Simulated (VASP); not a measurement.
# Tl2Br3 (P-3m1) in VASP: further runs, part 2 of 2

VASP 6.6.1.

### Step 3. Single point, r2SCAN

This run uses another cell than the first one, of 34.91 Å³/atom.

File POSCAR:

```
Tl2Br3
1.0
    4.9388732530      0.0000000000      0.0000000000
   -2.4694366265      4.2771897031      0.0000000000
    0.0000000000      0.0000000000      8.2625519868
Tl Br
2 3
Direct
    0.3333333333      0.6666666667      0.2050059565
    0.6666666667      0.3333333333      0.7949940435
    0.0000000000      0.0000000000      0.0000000000
    0.3333333333      0.6666666667      0.6591894640
    0.6666666667      0.3333333333      0.3408105360
```

File INCAR.step1:

```
PREC = Accurate ; ENCUT = 520
ISMEAR = 0 ; SIGMA = 0.1
LREAL = False ; LASPH = True
NELM = 80 ; NBANDS = 32
GGA = PE ; ALGO = Normal
EDIFF = 1E-4 ; LWAVE = True
LCHARG = False
```

File INCAR.step2:

```
PREC = Accurate ; ENCUT = 520
EDIFF = 1E-6 ; ISMEAR = 0
SIGMA = 0.1 ; LREAL = False
LASPH = True ; NELM = 80
ALGO = Normal ; ISIF = 2
LWAVE = False ; LCHARG = True
METAGGA = R2SCAN ; LMIXTAU = True
LELF = True ; LVHAR = True
NBANDS = 32 ; ISTART = 1
```

File KPOINTS:

```
regular mesh
0
Gamma
  6 6 4
```

Potentials or basis: VASP PAW PBE potentials, release 64 (Tl_d, Br).

On the command line:

```
$ cat potpaw_PBE.64/Tl_d/POTCAR potpaw_PBE.64/Br/POTCAR > POTCAR
$ cp INCAR.step1 INCAR
$ mpirun -np 1 vasp_std > vasp.out
$ cp INCAR.step2 INCAR
$ mpirun -np 1 vasp_std > vasp.out
```

OUTCAR:

```text
PREC = Accurate
   ENCUT = 520
   EDIFF = 1E-6
   ISMEAR = 0
   LREAL = False
   LASPH = True
   NELM = 80
   ISIF = 2
   METAGGA = R2SCAN
   ISTART = 1

 ion  position               nearest neighbor table
   1  0.333  0.667  0.205-   5 3.06   5 3.06   5 3.06   3 3.32   3 3.32   3 3.32
   2  0.667  0.333  0.795-   4 3.06   4 3.06   4 3.06   3 3.32   3 3.32   3 3.32
   3  0.000  0.000  0.000-   1 3.32   2 3.32   1 3.32   2 3.32   2 3.32   1 3.32
   4  0.333  0.667  0.659-   2 3.06   2 3.06   2 3.06
   5  0.667  0.333  0.341-   1 3.06   1 3.06   1 3.06

  LATTYP: Found a hexagonal cell.
 ALAT       =     4.9388732530
 C/A-ratio  =     1.6729629540

  Lattice vectors:

 A1 = (   4.9388732530,   0.0000000000,   0.0000000000)
 A2 = (  -2.4694366265,   4.2771897031,   0.0000000000)
 A3 = (   0.0000000000,   0.0000000000,   8.2625519868)

Analysis of symmetry for initial positions (statically):
=====================================================================
 Subroutine PRICEL returns:
 Original cell was already a primitive cell.

 Routine SETGRP: Setting up the symmetry group for a
 hexagonal supercell.
[... 174 lines left out ...]

 val. band max:        0.8633272277   @ k =   0.3333   0.3333   0.2500
 cond. band min:       0.9002680487   @ k =   0.3333   0.3333   0.5000
 fundamental gap:      0.0369408210
 Fermi energy:         0.8754337895

 k-point     1 :       0.0000    0.0000    0.0000
  band No.  band energies     occupation
      1     -13.6877      2.00000
      2     -13.2990      2.00000
      3     -13.2237      2.00000
      4      -9.5002      2.00000
      5      -9.5002      2.00000
      6      -9.4810      2.00000
[... 829 lines left out ...]
     31       8.2927      0.00000
     32       9.5564      0.00000

------------------------ aborting loop because EDIFF is reached ----------------------------------------

  FORCE on cell =-STRESS in cart. coord.  units (eV):
  Direction    XX          YY          ZZ          XY          YZ          ZX
  --------------------------------------------------------------------------------------
  -------------------------------------------------------------------------------------
  Total       -0.2942351     -0.2942351     -0.0918119      0.0000000     -0.0000000      0.0000000
  in kB       -2.7008753     -2.7008753     -0.8427699      0.0000000     -0.0000000      0.0000000
  external PRESSURE =      -2.0815068 kB  Pullay stress =       0.0000000 kB

 VOLUME and BASIS-vectors are now :
 -----------------------------------------------------------------------------
  energy-cutoff  :      520.00
  volume of cell :      174.54
      direct lattice vectors                 reciprocal lattice vectors
     4.938873253  0.000000000  0.000000000     0.202475332  0.116899187  0.000000000
    -2.469436626  4.277189703  0.000000000     0.000000000  0.233798374  0.000000000
     0.000000000  0.000000000  8.262551987     0.000000000  0.000000000  0.121027983

 POSITION                                       TOTAL-FORCE (eV/Angst)
 -----------------------------------------------------------------------------------
     -0.00000      2.85146      1.69387         0.000000      0.000000      0.006753
      2.46944      1.42573      6.56868        -0.000000     -0.000000     -0.006753
      0.00000      0.00000      0.00000        -0.000000      0.000000      0.000000
     -0.00000      2.85146      5.44659        -0.000000     -0.000000     -0.021166
      2.46944      1.42573      2.81596         0.000000      0.000000      0.021166
 -----------------------------------------------------------------------------------
    total drift:                                0.000000     -0.000000      0.000000

  FREE ENERGIE OF THE ION-ELECTRON SYSTEM (eV)
  ---------------------------------------------------
  free  energy   TOTEN  =      -149.7283168270 eV

  energy  without entropy=     -149.7119486990  energy(sigma->0) =     -149.72013276
```

OUTCAR.step1:

```text
PREC = Accurate
   ENCUT = 520
   ISMEAR = 0
   LREAL = False
   LASPH = True
[... 1070 lines left out ...]
      2.46944      1.42573      6.56868         0.000000     -0.000000     -0.006207
      0.00000      0.00000      0.00000         0.000000      0.000000      0.000000
     -0.00000      2.85146      5.44659         0.000000     -0.000000     -0.057150
      2.46944      1.42573      2.81596        -0.000000      0.000000      0.057150
 -----------------------------------------------------------------------------------
    total drift:                                0.000000     -0.000000      0.000000

  FREE ENERGIE OF THE ION-ELECTRON SYSTEM (eV)
  ---------------------------------------------------
  free  energy   TOTEN  =       -12.5199876924 eV

  energy  without entropy=      -12.5032791580  energy(sigma->0) =      -12.51163343
```

It took 15 min on 1 thread of Intel Xeon 8259CL, shared host; peak memory 0.41 GiB.

What came out:

```yaml
Free_energy: -149.7283 eV
Pressure: -0.2 GPa
Largest_force: 0.021 eV/Å
Band_gap_on_the_k_mesh: zero (an odd number of electrons rules out a gap without spin polarisation)
```

Forces on the atoms (eV/Å):
```
Tl   0.000  0.000  0.007
Tl   0.000  0.000 -0.007
Br   0.000  0.000  0.000
Br   0.000  0.000 -0.021
Br   0.000  0.000  0.021
```

Stress tensor (GPa, compression positive):
```
-0.27  0.00  0.00
 0.00 -0.27  0.00
 0.00  0.00 -0.08
```

Caveat: the PAW data sets were made with another functional, which shifts forces and pressure a little; spin-orbit coupling is left out, which moves the levels of the heavy elements; an odd number of electrons without spin polarisation forces a metal; a magnetic or distorted state may lie lower.
